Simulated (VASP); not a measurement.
The system is PbS.

```xyz
2
Lattice="0.0000 2.9550 2.9550 2.9550 0.0000 2.9550 2.9550 2.9550 0.0000" Properties=species:S:1:pos:R:3 pbc="T T T"
Pb    0.0000    0.0000    0.0000
S     2.9550    2.9550    2.9550
```

```yaml
Program: VASP 6.6.1
Task: relaxation of cell and atoms
Functional: LDA
Potentials_or_basis: VASP PAW LDA potentials, release 64 (Pb_d, S)
Cutoff: 600 eV
k_mesh: 10 × 10 × 10
Occupations: gaussian, width 0.01 eV
Spin: no spin polarisation
```

At the start: pressure -1.9 GPa; volume 25.80 Å³/atom.

Q: Where does the relaxation end?

A: Over 3 steps the energy falls by 4.7 meV/atom and the volume is 25.02 Å³/atom (-3.0 %); space group Fm-3m (No. 225, to 0.05 Å).

Step by step:
```csv
step,energy change (eV),largest force (eV/Å),pressure (GPa),volume (Å³)
1,0.0000,0.0000,-1.88,51.61
2,-0.0075,0.0000,0.84,49.38
3,-0.0093,0.0000,0.01,50.04
```

Final structure:
```yaml
crystal:
  lattice:
    - [0.00000, 2.92483, 2.92483]
    - [2.92483, 0.00000, 2.92483]
    - [2.92483, 2.92483, 0.00000]
  atoms:
    - { symbol: Pb, position: [0.00000, 0.00000, 0.00000] }
    - { symbol: S, position: [0.50000, 0.50000, 0.50000] }
```
